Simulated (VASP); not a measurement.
Wanted: the native input for a VASP 6.6.1 run.

```
Task                   : single point
Functional             : r2SCAN
Potentials or basis    : VASP PAW PBE potentials, release 64 (Cu, F)
Cutoff                 : 520 eV
k mesh                 : 9 × 9 × 4
Occupations            : fermi-dirac, width 0.02 eV
Spin                   : no spin polarisation
Dipole correction      : no
Further INCAR settings : ALGO = Normal; EDIFF = 1e-06; NBANDS = 26
```

CuF:

```
Cu F
1.0
     3.54340    0.00000    0.00000
    -1.77170    3.06867    0.00000
     0.00000    0.00000    5.13285
Cu F
2 2
Direct
  0.33333 0.66667 0.25000
  0.66667 0.33333 0.75000
  0.66667 0.33333 0.25000
  0.33333 0.66667 0.75000
```

This cell differs from its parent crystal: volume changed by +3%.

The input as run:

POSCAR

```
CuF
1.0
    3.5433985803      0.0000000000      0.0000000000
   -1.7716992901      3.0686731862      0.0000000000
    0.0000000000      0.0000000000      5.1328452006
Cu F
2 2
Direct
    0.3333333333      0.6666666667      0.2500000000
    0.6666666667      0.3333333333      0.7500000000
    0.6666666667      0.3333333333      0.2500000000
    0.3333333333      0.6666666667      0.7500000000
```

INCAR.step1

```
SYSTEM = CuF
PREC = Accurate
ENCUT = 520
ISMEAR = -1
SIGMA = 0.02
LREAL = .False.
LASPH = .True.
NELM = 80
NBANDS = 26
GGA = PE
ALGO = Normal
EDIFF = 1E-4
LWAVE = .True.
LCHARG = .False.
```

INCAR.step2

```
SYSTEM = CuF
PREC = Accurate
ENCUT = 520
EDIFF = 1E-6
ISMEAR = -1
SIGMA = 0.02
LREAL = .False.
LASPH = .True.
NELM = 80
ALGO = Normal
ISIF = 2
LWAVE = .False.
LCHARG = .False.
METAGGA = R2SCAN
LMIXTAU = .True.
NBANDS = 26
ISTART = 1
```

KPOINTS

```
regular mesh
0
Gamma
  9 9 4
  0 0 0
```

Potentials or basis: VASP PAW PBE potentials, release 64 (Cu, F).

The run is started by

```sh
$ cat potpaw_PBE.64/Cu/POTCAR potpaw_PBE.64/F/POTCAR > POTCAR
$ cp INCAR.step1 INCAR
$ mpirun -np 1 vasp_std > vasp.out
$ cp INCAR.step2 INCAR
$ mpirun -np 1 vasp_std > vasp.out
```

Results of the run:

| Property | Result |
| --- | --- |
| Pressure | -2.0 GPa |
| Band gap on the k mesh | zero (band 18 reaches 2.86 eV, above the bottom of band 19 at 2.81 eV) |

Caveat: the PAW data sets were made with another functional, which shifts forces and pressure a little; semilocal functionals often make such compounds metallic where correlation or magnetic order opens a gap, which also shifts bond lengths.

Wall time 2 min on 1 thread of Intel(R) Xeon(R) Platinum 8559C (Emerald Rapids) (shared host), peak memory 0.2 GiB.
